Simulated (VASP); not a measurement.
# AlSn (P-6m2) in VASP: further runs

The runs below take AlSn through single point, with PBEsol.

Everything below comes from runs of VASP 6.6.1. Logs are shortened: lines on timing, memory, paths and dates and some standing lists are left out, and cuts for length are marked.

## 1. The cell of the first run

It takes space group P-6m2 (No. 187, hexagonal). Conventional cell: a = 4.140 Å, b = 4.140 Å, c = 3.282 Å, α = 90.00°, β = 90.00°, γ = 120.00°. Within 3.8 Å of Sn (site symmetry -6m2) lie 6 Al at 2.90 Å and 2 Sn at 3.28 Å. Al (site symmetry -6m2) has 6 Sn at 2.90 Å and 2 Al at 3.28 Å within 3.8 Å.

## 2. Single point, PBEsol

Input file INCAR:

```
SYSTEM = AlSn
ALGO = Normal
EDIFF = 1E-7
ENCUT = 520
GGA = PS
ISIF = 2
ISMEAR = -1
LASPH = .TRUE.
LCHARG = .TRUE.
LELF = .TRUE.
LREAL = .FALSE.
LVHAR = .TRUE.
LWAVE = .FALSE.
NBANDS = 16
NELM = 60
PREC = Accurate
SIGMA = 0.05
```

Input file KPOINTS:

```
k-points
0
G
  7 7 8
  0 0 0
```

Input file POSCAR:

```
AlSn
1.0
    4.1395703841      0.0000000000      0.0000000000
   -2.0697851920      3.5849731134      0.0000000000
    0.0000000000      0.0000000000      3.2822688908
Sn Al
1 1
Direct
    0.3333333333      0.6666666667      0.5000000000
    0.0000000000      0.0000000000      0.0000000000
```

Potentials or basis: VASP PAW PBE potentials, release 64 (Sn_d, Al).

Command:

```bash
cat potpaw_PBE.64/Sn_d/POTCAR potpaw_PBE.64/Al/POTCAR > POTCAR
mpirun -np 1 vasp_std > vasp.out
```

OUTCAR:

```text
SYSTEM = AlSn
   EDIFF = 1E-7
   ENCUT = 520
   GGA = PS
   ISIF = 2
   ISMEAR = -1
   LASPH = .TRUE.
   LREAL = .FALSE.
   NELM = 60
   PREC = Accurate

 ion  position               nearest neighbor table
   1  0.333  0.667  0.500-   2 2.90   2 2.90   2 2.90   2 2.90   2 2.90   2 2.90
   2  0.000  0.000  0.000-   1 2.90   1 2.90   1 2.90   1 2.90   1 2.90   1 2.90

  LATTYP: Found a hexagonal cell.
 ALAT       =     4.1395703841
 C/A-ratio  =     0.7929008535

  Lattice vectors:

 A1 = (   4.1395703841,   0.0000000000,   0.0000000000)
 A2 = (  -2.0697851920,   3.5849731134,   0.0000000000)
 A3 = (   0.0000000000,   0.0000000000,   3.2822688908)

Analysis of symmetry for initial positions (statically):
=====================================================================
 Subroutine PRICEL returns:
 Original cell was already a primitive cell.

 Routine SETGRP: Setting up the symmetry group for a
 hexagonal supercell.

 Subroutine GETGRP returns: Found 12 space group operations
 (whereof 12 operations were pure point group operations)
 out of a pool of 24 trial point group operations.

The static configuration has the point symmetry D_3h.

Analysis of symmetry for dynamics (positions and initial velocities):
=====================================================================
 Subroutine PRICEL returns:
 Original cell was already a primitive cell.

 Routine SETGRP: Setting up the symmetry group for a
 hexagonal supercell.

 Subroutine GETGRP returns: Found 12 space group operations
 (whereof 12 operations were pure point group operations)
 out of a pool of 24 trial point group operations.

The dynamic configuration has the point symmetry D_3h.

 Subroutine INISYM returns: Found 12 space group operations
 (whereof 12 operations are pure point group operations),
 and found     1 'primitive' translations

----------------------------------------------------------------------------------------

                                     Primitive cell

  volume of cell :      48.7097

  direct lattice vectors                    reciprocal lattice vectors
     4.139570384  0.000000000  0.000000000     0.241570962  0.139471060  0.000000000
    -2.069785192  3.584973113  0.000000000     0.000000000  0.278942120  0.000000000
     0.000000000  0.000000000  3.282268891     0.000000000  0.000000000  0.304667300

  length of vectors
     4.139570384  4.139570384  3.282268891     0.278942120  0.278942120  0.304667300

  position of ions in fractional coordinates (direct lattice)
     0.333333333  0.666666667  0.500000000
     0.000000000  0.000000000  0.000000000

  ion indices of the primitive-cell ions
   primitive index   ion index
                 1           1
                 2           2

----------------------------------------------------------------------------------------

 KPOINTS: k-points

Automatic generation of k-mesh.
 Grid dimensions read from file:
 generate k-points for:    7    7    8

 Generating k-lattice:

  Cartesian coordinates                     Fractional coordinates (reciprocal lattice)
     0.034510137  0.019924437  0.000000000     0.142857143  0.000000000  0.000000000
     0.000000000  0.039848874  0.000000000     0.000000000  0.142857143  0.000000000
     0.000000000  0.000000000  0.038083412     0.000000000  0.000000000  0.125000000

  Length of vectors
     0.039848874  0.039848874  0.038083412

  Shift w.r.t. Gamma in fractional coordinates (k-lattice)
     0.000000000  0.000000000  0.000000000

 Subroutine IBZKPT returns following result:
 ===========================================

 Found     40 irreducible k-points:

 Following reciprocal coordinates:
            Coordinates               Weight
  0.000000  0.000000  0.000000      1.000000
  0.142857  0.000000  0.000000      6.000000
  0.285714  0.000000  0.000000      6.000000
  0.428571  0.000000  0.000000      6.000000
  0.142857  0.142857  0.000000      6.000000
  0.285714  0.142857  0.000000     12.000000
[... 16 lines left out ...]
  0.428571  0.142857  0.250000     12.000000
  0.285714  0.285714  0.250000     12.000000
 [... further k-points ...]
   k-points           NKPTS =     40   k-points in BZ     NKDIM =     40   number of bands    NBANDS=     16
   number of dos      NEDOS =    301   number of ions     NIONS =      2
   total plane-waves  NPLWV =  24576
   dimension x,y,z NGX =    32 NGY =   32 NGZ =   24
   dimension x,y,z NGXF=    64 NGYF=   64 NGZF=   48
   ions per type =               1   1
   NGX,Y,Z   is equivalent  to a cutoff of  12.85, 12.85, 12.16 a.u.
   NGXF,Y,Z  is equivalent  to a cutoff of  25.70, 25.70, 24.31 a.u.
 SYSTEM =  AlSn
   PREC   = accura    normal or accurate (medium, high low for compatibility)
   ISTART =      0    job   : 0-new  1-cont  2-samecut
   ICHARG =      2    charge: 1-file 2-atom 10-const
   ISPIN  =      1    spin polarized calculation?
   LNONCOLLINEAR =      F non collinear calculations
   LSORBIT =      F    spin-orbit coupling
   LASPH  =      T    aspherical Exc in radial PAW
   ENCUT  =  520.0 eV  38.22 Ry    6.18 a.u.   7.70  7.70  6.10*2*pi/ulx,y,z
   NELM   =     60;   NELMIN=  2; NELMDL= -5     # of ELM steps
   EDIFF  = 0.1E-06   stopping-criterion for ELM
   LREAL  =      F    real-space projection
   EDIFFG = 0.1E-05   stopping-criterion for IOM
   NSW    =      0    number of steps for IOM
   IBRION =     -1    ionic relax: 0-MD 1-quasi-New 2-CG
   NFREE  =      0    steps in history (QN), initial steepest desc. (CG)
   ISIF   =      2    stress and relaxation
   ISYM   =      2    0-nonsym 1-usesym 2-fastsym
   POTIM  = 0.5000    time-step for ionic-motion
   TEBEG  =    0.0;   TEEND  =   0.0 temperature during run
   PSTRESS=    0.0 pullay stress
   NELECT =      17.0000    total number of electrons
   NUPDOWN=      -1.0000    fix difference up-down
   EMIN   =  10.00;   EMAX   =-10.00  energy-range for DOS
   EFERMI =   0.00;   METHOD = LEGACY
   ISMEAR =    -1;   SIGMA  =   0.05  broadening in eV -4-tet -1-fermi 0-gaus
   EFERMI_NEDOS =   21; number of points for ismear=-14 and -15
   IALGO  =     38    algorithm
   IMIX   =      4    mixing-type and parameters
     AMIX     =   0.40;   BMIX     =  1.00
     AMIX_MAG =   1.60;   BMIX_MAG =  1.00
  volume/ion in A,a.u.               =      24.35       164.35
  Fermi-wavevector in a.u.,A,eV,Ry     =   1.152620  2.178135 18.075777  1.328532
  Thomas-Fermi vector in A             =   2.289269
   LORBIT       =      0    0 simple, 1 ext, 2 COOP (PROOUT), +10 PAW based schemes
   GGA     = PS    functional components
   LHFCALC =     F    Hartree Fock is set to
   AEXX    =    0.0000 exact exchange contribution
   IVDW    =     0    specifies the selected vdW correction
   LEPSILON=     F    determine dielectric tensor
   LRPA    =     F    only Hartree local field effects (RPA)
 non-spin polarized calculation
  energy-cutoff  :      520.00
  volume of cell :       48.71
 maximum number of plane-waves:      1339
 NGX is ok and might be reduce to    32
   NGX = 15   NGY = 15   NGZ = 13

 number of electron      16.9999996 magnetization

 Free energy of the ion-electron system (eV)
  ---------------------------------------------------
  ext. energy  EPLUGINS =         0.00000000
  ---------------------------------------------------
  free energy    TOTEN  =        -7.97629271 eV

  energy without entropy =       -7.97243919  energy(sigma->0) =       -7.97436595

 E-fermi :   6.6882     XC(G=0):  -9.8331

 val. band max:        6.5815817767   @ k =   0.2857   0.2857   0.2500
 cond. band min:       6.7354474195   @ k =   0.0000   0.0000   0.1250
 fundamental gap:      0.1538656428
 Fermi energy:         6.6882329300

 k-point     1 :       0.0000    0.0000    0.0000
  band No.  band energies     occupation
      1     -14.5979      2.00000
      2     -14.4841      2.00000
      3     -14.4841      2.00000
      4     -14.4612      2.00000
      5     -14.4612      2.00000
      6      -4.0065      2.00000
[... 8 lines left out ...]
     15      18.6152      0.00000
     16      19.6223      0.00000

 k-point     2 :       0.1429    0.0000    0.0000
  band No.  band energies     occupation
      1     -14.5960      2.00000
      2     -14.4846      2.00000
      3     -14.4796      2.00000
      4     -14.4626      2.00000
      5     -14.4616      2.00000
      6      -3.7872      2.00000
[... 8 lines left out ...]
     15      17.0230      0.00000
     16      19.2793      0.00000

 k-point     3 :       0.2857    0.0000    0.0000
  band No.  band energies     occupation
      1     -14.5920      2.00000
      2     -14.4858      2.00000
      3     -14.4696      2.00000
      4     -14.4659      2.00000
      5     -14.4625      2.00000
      6      -3.1541      2.00000
[... 8 lines left out ...]
     15      16.5066      0.00000
     16      18.2680      0.00000

 k-point     4 :       0.4286    0.0000    0.0000
  band No.  band energies     occupation
      1     -14.5889      2.00000
      2     -14.4867      2.00000
      3     -14.4685      2.00000
      4     -14.4632      2.00000
      5     -14.4616      2.00000
      6      -2.2959      2.00000
[... 8 lines left out ...]
     15      16.2830      0.00000
     16      17.9825      0.00000
[... 324 lines left out ...]
 k-point    22 :       0.2857    0.1429    0.2500
  band No.  band energies     occupation
      1     -14.5067      2.00000
      2     -14.5004      2.00000
      3     -14.4932      2.00000
      4     -14.4773      2.00000
      5     -14.4616      2.00000
      6      -1.6923      2.00000
[... 8 lines left out ...]
     15      17.3896      0.00000
     16      18.8013      0.00000

 k-point    23 :       0.4286    0.1429    0.2500
  band No.  band energies     occupation
      1     -14.5084      2.00000
      2     -14.5012      2.00000
      3     -14.4926      2.00000
      4     -14.4750      2.00000
      5     -14.4591      2.00000
      6      -1.0832      2.00000
[... 8 lines left out ...]
     15      17.3365      0.00000
     16      19.6575      0.00000

 k-point    24 :       0.2857    0.2857    0.2500
  band No.  band energies     occupation
      1     -14.5070      2.00000
      2     -14.5032      2.00000
      3     -14.4891      2.00000
      4     -14.4733      2.00000
      5     -14.4630      2.00000
      6      -0.9701      2.00000
[... 8 lines left out ...]
     15      19.0907      0.00000
     16      19.1006      0.00000

 [... further k-points ...]

------------------------ aborting loop because EDIFF is reached ----------------------------------------

  FORCE on cell =-STRESS in cart. coord.  units (eV):
  Direction    XX          YY          ZZ          XY          YZ          ZX
  --------------------------------------------------------------------------------------
  -------------------------------------------------------------------------------------
  Total       -0.0210285     -0.0210285     -0.0013668     -0.0000000      0.0000000      0.0000000
  in kB       -0.6916775     -0.6916775     -0.0449580     -0.0000000      0.0000000      0.0000000
  external PRESSURE =      -0.4761043 kB  Pullay stress =       0.0000000 kB

 VOLUME and BASIS-vectors are now :
 -----------------------------------------------------------------------------
  energy-cutoff  :      520.00
  volume of cell :       48.71
      direct lattice vectors                 reciprocal lattice vectors
     4.139570384  0.000000000  0.000000000     0.241570962  0.139471060  0.000000000
    -2.069785192  3.584973113  0.000000000     0.000000000  0.278942120  0.000000000
     0.000000000  0.000000000  3.282268891     0.000000000  0.000000000  0.304667300

 POSITION                                       TOTAL-FORCE (eV/Angst)
 -----------------------------------------------------------------------------------
     -0.00000      2.38998      1.64113         0.000000      0.000000      0.000000
      0.00000      0.00000      0.00000        -0.000000     -0.000000      0.000000
 -----------------------------------------------------------------------------------
    total drift:                                0.000000     -0.000000     -0.000000

  FREE ENERGIE OF THE ION-ELECTRON SYSTEM (eV)
  ---------------------------------------------------
  free  energy   TOTEN  =        -7.9762927123 eV

  energy  without entropy=       -7.9724391897  energy(sigma->0) =       -7.97436595
```

Wall time 14 s (1 thread of Intel Xeon 6975P-C, shared host); peak memory 0.18 GiB.

What came out:

```
Free energy : -7.9763 eV
Pressure    : 0.0 GPa
```

Caveat: the PAW data sets were made with another functional, which shifts forces and pressure a little; spin-orbit coupling is left out, which moves the levels of the heavy elements.

## 3. Single point, PBEsol

This run uses another cell than the first one, of 25.24 Å³/atom, 1.036 times its volume.

Input file INCAR:

```
  ALGO = Normal
  EDIFF = 1E-6
  ENCUT = 520
  GGA = PS
  ISIF = 2
  ISMEAR = -1
  LASPH = True
  LCHARG = True
  LELF = True
  LREAL = False
  LVHAR = True
  LWAVE = False
  NBANDS = 16
  NELM = 100
  PREC = Accurate
  SIGMA = 0.05
```

Input file KPOINTS:

```
k-points
0
Gamma
  7 7 8
```

Input file POSCAR:

```
AlSn
1.0
    4.1981056157      0.0000000000      0.0000000000
   -2.0990528078      3.6356661109      0.0000000000
    0.0000000000      0.0000000000      3.3068470000
Sn Al
1 1
Direct
    0.3333333333      0.6666666667      0.5000000000
    0.0000000000      0.0000000000      0.0000000000
```

Potentials or basis: VASP PAW PBE potentials, release 64 (Sn_d, Al).

Command:

```bash
cat potpaw_PBE.64/Sn_d/POTCAR potpaw_PBE.64/Al/POTCAR > POTCAR
mpirun -np 1 vasp_std > vasp.out
```

Run time: 19 s. Hardware: 1 thread of Intel Xeon 6975P-C, shared host; peak memory 0.19 GiB.

It converged, with:

- Free energy: -7.9660 eV
- Pressure: -1.8 GPa

Stress tensor (GPa, compression positive):
```
-1.90  0.00  0.00
 0.00 -1.90  0.00
 0.00  0.00 -1.72
```

Levels at points of the mesh, in eV from the Fermi level:
```tsv
k point	band 6	band 7	band 8	band 9	band 10	band 11
(0.00, 0.00, 0.00)	-10.46	-0.22	-0.22	0.69	2.59	3.12
(0.00, 0.00, 0.50)	-7.45	-6.21	2.70	2.70	3.61	3.61
```

Caveat: the PAW data sets were made with another functional, which shifts forces and pressure a little; spin-orbit coupling is left out, which moves the levels of the heavy elements.
